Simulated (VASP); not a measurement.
# CaO (Fm-3m) in VASP: further runs, part 2 of 3

VASP 6.6.1. Earlier steps stand in the parts before.

### Step 3. Relaxation of cell and atoms, PBEsol, target pressure 5 GPa, at which the enthalpy is minimised

Contents of INCAR:

```
SYSTEM = CaO
PREC = Accurate ; ENCUT = 600
EDIFF = 1E-6 ; ISMEAR = -1
SIGMA = 0.05 ; LREAL = .False.
LASPH = .True. ; NELM = 80
ALGO = Normal ; ISIF = 3
LWAVE = .False. ; LCHARG = .False.
GGA = PS ; IBRION = 2
NSW = 80 ; EDIFFG = -0.01
PSTRESS = 50.0
```

Contents of KPOINTS:

```
regular mesh
0
Gamma
  10 10 10
  0 0 0
```

Contents of POSCAR:

```
CaO
1.0
    0.0000000000      2.4035556960      2.4035556960
    2.4035556960      0.0000000000      2.4035556960
    2.4035556960      2.4035556960      0.0000000000
Ca O
1 1
Direct
    0.0000000000      0.0000000000      0.0000000000
    0.5000000000      0.5000000000      0.5000000000
```

Potentials or basis: VASP PAW PBE potentials, release 64 (Ca_sv, O).

Started as:

```bash
$ cat potpaw_PBE.64/Ca_sv/POTCAR potpaw_PBE.64/O/POTCAR > POTCAR
$ mpirun -np 1 vasp_std > vasp.out
```

OUTCAR:

```text
SYSTEM = CaO
   PREC = Accurate
   ENCUT = 600
   EDIFF = 1E-6
   ISMEAR = -1
   LREAL = .False.
   LASPH = .True.
   NELM = 80
   ISIF = 3
   GGA = PS
   IBRION = 2
   NSW = 80
   EDIFFG = -0.01
   PSTRESS = 50.0

 ion  position               nearest neighbor table
   1  0.000  0.000  0.000-   2 2.40   2 2.40   2 2.40   2 2.40   2 2.40   2 2.40
   2  0.500  0.500  0.500-   1 2.40   1 2.40   1 2.40   1 2.40   1 2.40   1 2.40

  LATTYP: Found a face centered cubic cell.
 ALAT       =     4.8071113920

  Lattice vectors:

 A1 = (   0.0000000000,   2.4035556960,   2.4035556960)
 A2 = (   2.4035556960,   0.0000000000,   2.4035556960)
 A3 = (   2.4035556960,   2.4035556960,   0.0000000000)

Analysis of symmetry for initial positions (statically):
=====================================================================
 Subroutine PRICEL returns:
 Original cell was already a primitive cell.

 Routine SETGRP: Setting up the symmetry group for a
 face centered cubic supercell.

 Subroutine GETGRP returns: Found 48 space group operations
 (whereof 48 operations were pure point group operations)
 out of a pool of 48 trial point group operations.

The static configuration has the point symmetry O_h .

Analysis of symmetry for dynamics (positions and initial velocities):
=====================================================================
 Subroutine PRICEL returns:
 Original cell was already a primitive cell.

 Routine SETGRP: Setting up the symmetry group for a
 face centered cubic supercell.

 Subroutine GETGRP returns: Found 48 space group operations
 (whereof 48 operations were pure point group operations)
 out of a pool of 48 trial point group operations.

The dynamic configuration has the point symmetry O_h .

 Subroutine INISYM returns: Found 48 space group operations
 (whereof 48 operations are pure point group operations),
 and found     1 'primitive' translations

----------------------------------------------------------------------------------------

                                     Primitive cell

  volume of cell :      27.7711

  direct lattice vectors                    reciprocal lattice vectors
     0.000000000  2.403555696  2.403555696    -0.208025136  0.208025136  0.208025136
     2.403555696  0.000000000  2.403555696     0.208025136 -0.208025136  0.208025136
     2.403555696  2.403555696  0.000000000     0.208025136  0.208025136 -0.208025136

  length of vectors
     3.399141063  3.399141063  3.399141063     0.360310104  0.360310104  0.360310104

  position of ions in fractional coordinates (direct lattice)
     0.000000000  0.000000000  0.000000000
     0.500000000  0.500000000  0.500000000

  ion indices of the primitive-cell ions
   primitive index   ion index
                 1           1
                 2           2

----------------------------------------------------------------------------------------

 KPOINTS: regular mesh

Automatic generation of k-mesh.
 Grid dimensions read from file:
 generate k-points for:   10   10   10

[... 48 lines left out ...]
   dimension x,y,z NGX =    28 NGY =   28 NGZ =   28
   dimension x,y,z NGXF=    56 NGYF=   56 NGZF=   56
   ions per type =               1   1
   NGX,Y,Z   is equivalent  to a cutoff of  13.69, 13.69, 13.69 a.u.
   NGXF,Y,Z  is equivalent  to a cutoff of  27.39, 27.39, 27.39 a.u.
 SYSTEM =  CaO
   PREC   = accura    normal or accurate (medium, high low for compatibility)
   ISTART =      0    job   : 0-new  1-cont  2-samecut
   ICHARG =      2    charge: 1-file 2-atom 10-const
   ISPIN  =      1    spin polarized calculation?
   LNONCOLLINEAR =      F non collinear calculations
   LSORBIT =      F    spin-orbit coupling
   LASPH  =      T    aspherical Exc in radial PAW
   ENCUT  =  600.0 eV  44.10 Ry    6.64 a.u.   6.79  6.79  6.79*2*pi/ulx,y,z
   NELM   =     80;   NELMIN=  2; NELMDL= -5     # of ELM steps
   EDIFF  = 0.1E-05   stopping-criterion for ELM
   LREAL  =      F    real-space projection
   EDIFFG = -.1E-01   stopping-criterion for IOM
   NSW    =     80    number of steps for IOM
   IBRION =      2    ionic relax: 0-MD 1-quasi-New 2-CG
   NFREE  =      1    steps in history (QN), initial steepest desc. (CG)
   ISIF   =      3    stress and relaxation
   ISYM   =      2    0-nonsym 1-usesym 2-fastsym
   POTIM  = 0.5000    time-step for ionic-motion
   TEBEG  =    0.0;   TEEND  =   0.0 temperature during run
   PSTRESS=   50.0 pullay stress
   NELECT =      16.0000    total number of electrons
   NUPDOWN=      -1.0000    fix difference up-down
   EMIN   =  10.00;   EMAX   =-10.00  energy-range for DOS
   EFERMI =   0.00;   METHOD = LEGACY
   ISMEAR =    -1;   SIGMA  =   0.05  broadening in eV -4-tet -1-fermi 0-gaus
   EFERMI_NEDOS =   21; number of points for ismear=-14 and -15
   IALGO  =     38    algorithm
   IMIX   =      4    mixing-type and parameters
     AMIX     =   0.40;   BMIX     =  1.00
     AMIX_MAG =   1.60;   BMIX_MAG =  1.00
  volume/ion in A,a.u.               =      13.89        93.70
  Fermi-wavevector in a.u.,A,eV,Ry     =   1.362231  2.574243 25.247954  1.855672
  Thomas-Fermi vector in A             =   2.488738
   LORBIT       =      0    0 simple, 1 ext, 2 COOP (PROOUT), +10 PAW based schemes
   GGA     = PS    functional components
   LHFCALC =     F    Hartree Fock is set to
   AEXX    =    0.0000 exact exchange contribution
   IVDW    =     0    specifies the selected vdW correction
   LEPSILON=     F    determine dielectric tensor
   LRPA    =     F    only Hartree local field effects (RPA)
 conjugate gradient relaxation of ions
 non-spin polarized calculation
  energy-cutoff  :      600.00
  volume of cell :       27.77
 maximum number of plane-waves:       941
   NGX = 13   NGY = 13   NGZ = 13

--------------------------------------- Ionic step        1  -------------------------------------------

 number of electron      15.9999997 magnetization

 Free energy of the ion-electron system (eV)
  ---------------------------------------------------
  ext. energy  EPLUGINS =         0.00000000
  ---------------------------------------------------
  free energy    TOTEN  =       -13.41051433 eV

  energy without entropy =      -13.41051433  energy(sigma->0) =      -13.41051433

------------------------ aborting loop because EDIFF is reached ----------------------------------------

  FORCE on cell =-STRESS in cart. coord.  units (eV):
  Direction    XX          YY          ZZ          XY          YZ          ZX
  --------------------------------------------------------------------------------------
  -------------------------------------------------------------------------------------
  Total       -0.3859652     -0.3859652     -0.3859652     -0.0000000     -0.0000000      0.0000000
  in kB      -22.2672300    -22.2672300    -22.2672300     -0.0000000     -0.0000000      0.0000000
  external PRESSURE =     -72.2672300 kB  Pullay stress =      50.0000000 kB
[... 63 lines left out ...]
--------------------------------------- Ionic step        3  -------------------------------------------

 number of electron      15.9999999 magnetization

 Free energy of the ion-electron system (eV)
  ---------------------------------------------------
  ext. energy  EPLUGINS =         0.00000000
  ---------------------------------------------------
  free energy    TOTEN  =       -13.39856305 eV

  energy without entropy =      -13.39856305  energy(sigma->0) =      -13.39856305

 E-fermi :   3.4944     XC(G=0): -11.0354

 val. band max:        2.5411208653   @ k =   0.0000   0.0000   0.0000
 cond. band min:       6.0413512107   @ k =   0.5000   0.5000   0.0000
 fundamental gap:      3.5002303453
 Fermi energy:         3.4944117124

 k-point     1 :       0.0000    0.0000    0.0000
  band No.  band energies     occupation
      1     -34.6113      2.00000
      2     -15.4026      2.00000
      3     -15.4026      2.00000
      4     -15.4026      2.00000
      5     -13.0199      2.00000
      6       2.5411      2.00000
      7       2.5411      2.00000
      8       2.5411      2.00000
      9       7.5998      0.00000
     10       8.8694      0.00000
     11       8.8694      0.00000
     12       8.8694      0.00000
[... 331 lines left out ...]
 k-point    24 :       0.4000    0.3000    0.0000
  band No.  band energies     occupation
      1     -34.4654      2.00000
      2     -16.2501      2.00000
      3     -15.6554      2.00000
      4     -15.6195      2.00000
      5     -12.3807      2.00000
      6       0.7906      2.00000
      7       1.9654      2.00000
      8       2.0733      2.00000
      9       6.7695      0.00000
     10      10.5882      0.00000
     11      11.6820      0.00000
     12      11.8032      0.00000

 [... further k-points ...]

------------------------ aborting loop because EDIFF is reached ----------------------------------------

  FORCE on cell =-STRESS in cart. coord.  units (eV):
  Direction    XX          YY          ZZ          XY          YZ          ZX
  --------------------------------------------------------------------------------------
  -------------------------------------------------------------------------------------
  Total        0.8173989      0.8173989      0.8173989     -0.0000000     -0.0000000      0.0000000
  in kB       50.0710242     50.0710242     50.0710242     -0.0000000     -0.0000000      0.0000000
  external PRESSURE =       0.0710242 kB  Pullay stress =      50.0000000 kB
[... 21 lines left out ...]
  energy  without entropy=      -13.3985630477  energy(sigma->0) =      -13.39856305

  enthalpy is  TOTEN    =       -12.5823236219 eV   P V=        0.8162394259

 reached required accuracy - stopping structural energy minimisation
```

It took 32 s on 1 thread of AMD EPYC 9R14 (Zen 4), shared host; peak memory 0.15 GiB.

Results:

```yaml
Free_energy: -13.3986 eV
Relaxed_volume: 13.08 Å³/atom
Relaxed_cell: a = 3.332 Å, b = 3.332 Å, c = 3.332 Å, α = 60.00°, β = 60.00°, γ = 60.00°
Space_group_after_relaxing_to_0.05_Å: Fm-3m (No. 225)
Energy_change_on_relaxing_the_enthalpy_is_what_falls: +6.0 meV/atom
Ionic_steps: 3
Pressure_after_relaxing: 5.0 GPa
Band_gap_on_the_k_mesh: 3.50 eV, indirect (least direct gap 3.86 eV)
```

Step by step:
```
step  energy change (eV)  largest force (eV/Å)  pressure (GPa)  volume (Å³)
   1              0.0000                0.0000           -2.23        27.77
   2              0.0495                0.0000            9.71        25.33
   3              0.0120                0.0000            5.01        26.16
```

Final structure:
```
Ca O
1.0
     0.00000    2.35600    2.35600
     2.35600    0.00000    2.35600
     2.35600    2.35600    0.00000
Ca O
1 1
Cartesian
  0.0000 0.0000 0.0000
  2.3560 2.3560 2.3560
```

Levels at points of the mesh, in eV from the valence-band top:
| k point | band 4 | band 5 | band 6 | band 7 | band 8 | band 9 | band 10 | band 11 | band 12 |
| --- | --- | --- | --- | --- | --- | --- | --- | --- | --- |
| (0.00, 0.00, 0.00) | -17.94 | -15.56 | 0.00 | 0.00 | 0.00 | 5.06 | 6.33 | 6.33 | 6.33 |
| (0.50, 0.00, 0.00) | -18.01 | -14.05 | -2.84 | -1.35 | -1.35 | 7.29 | 8.70 | 8.70 | 8.79 |
| (0.50, 0.50, 0.00) | -18.23 | -15.32 | -1.28 | -0.36 | -0.36 | 3.50 | 8.50 | 9.27 | 10.00 |

Caveat: the cell is relaxed towards a set pressure, so the enthalpy falls and the energy may rise; the PAW data sets were made with another functional, which shifts forces and pressure a little. PBEsol gaps usually lie below the measured ones, often by a third to a half.

### Step 4. Relaxation of cell and atoms, PBEsol, target pressure 10 GPa, at which the enthalpy is minimised

Contents of INCAR:

```
ALGO     = Normal         # electronic algorithm
EDIFF    = 1E-6           # SCF threshold, eV
EDIFFG   = -0.01          # ionic threshold
ENCUT    = 600            # plane-wave cutoff, eV
GGA      = PS             # functional
IBRION   = 2              # ionic algorithm
ISIF     = 3              # what is computed and relaxed
ISMEAR   = -1             # smearing method
LASPH    = True           # aspherical terms in the spheres
LCHARG   = False          # write CHGCAR
LREAL    = False          # projectors in reciprocal space
LWAVE    = False          # write WAVECAR
NELM     = 80             # most SCF steps
NSW      = 80             # ionic steps
PREC     = Accurate       # precision mode
PSTRESS  = 100.0        
SIGMA    = 0.05           # smearing width, eV
```

Contents of KPOINTS:

```
k-points
0
Gamma
  10 10 10
```

POSCAR is that of step 3.

Started as:

```bash
$ cat potpaw_PBE.64/Ca_sv/POTCAR potpaw_PBE.64/O/POTCAR > POTCAR
$ mpirun -np 1 vasp_std > vasp.out
```

It took 44 s on 1 thread of AMD EPYC 9R14 (Zen 4), shared host; peak memory 0.15 GiB.

The run converged. Its results:

* Free energy: -13.3589 eV
* Relaxed volume: 12.65 Å³/atom
* Relaxed cell: a = 3.295 Å, b = 3.295 Å, c = 3.295 Å, α = 60.00°, β = 60.00°, γ = 60.00°
* Space group after relaxing (to 0.05 Å): Fm-3m (No. 225)
* Energy change on relaxing (the enthalpy is what falls): +25.8 meV/atom
* Ionic steps: 5
* Pressure after relaxing: 9.9 GPa
* Band gap on the k mesh: 3.47 eV, indirect (least direct gap 3.82 eV)

Step by step:
| step | energy change (eV) | largest force (eV/Å) | pressure (GPa) | volume (Å³) |
| --- | --- | --- | --- | --- |
| 1 | 0.0000 | 0.0000 | -2.23 | 27.77 |
| 2 | 0.2021 | 0.0000 | 21.45 | 23.73 |
| 3 | 0.0516 | 0.0000 | 9.82 | 25.30 |
| 4 | 0.0546 | 0.0000 | 10.18 | 25.25 |
| 5 | 0.0516 | 0.0000 | 9.94 | 25.29 |

Final structure:
```xyz
2
Lattice="0.0000 2.3299 2.3299 2.3299 0.0000 2.3299 2.3299 2.3299 0.0000" Properties=species:S:1:pos:R:3 pbc="T T T"
Ca    2.3299    0.0000    2.3299
O     2.3299    2.3299    2.3299
```

Levels at points of the mesh, in eV from the valence-band top:
```tsv
k point	band 4	band 5	band 6	band 7	band 8	band 9	band 10	band 11	band 12
(0.00, 0.00, 0.00)	-17.79	-15.63	0.00	0.00	0.00	5.35	6.40	6.40	6.40
(0.50, 0.00, 0.00)	-17.86	-13.94	-2.93	-1.42	-1.42	7.45	8.88	8.88	9.06
(0.50, 0.50, 0.00)	-18.11	-15.40	-1.25	-0.35	-0.35	3.47	8.76	9.46	10.23
```

Caveat: the cell is relaxed towards a set pressure, so the enthalpy falls and the energy may rise; the PAW data sets were made with another functional, which shifts forces and pressure a little. A k mesh can miss the band edges.

[end of part 2 of 3]
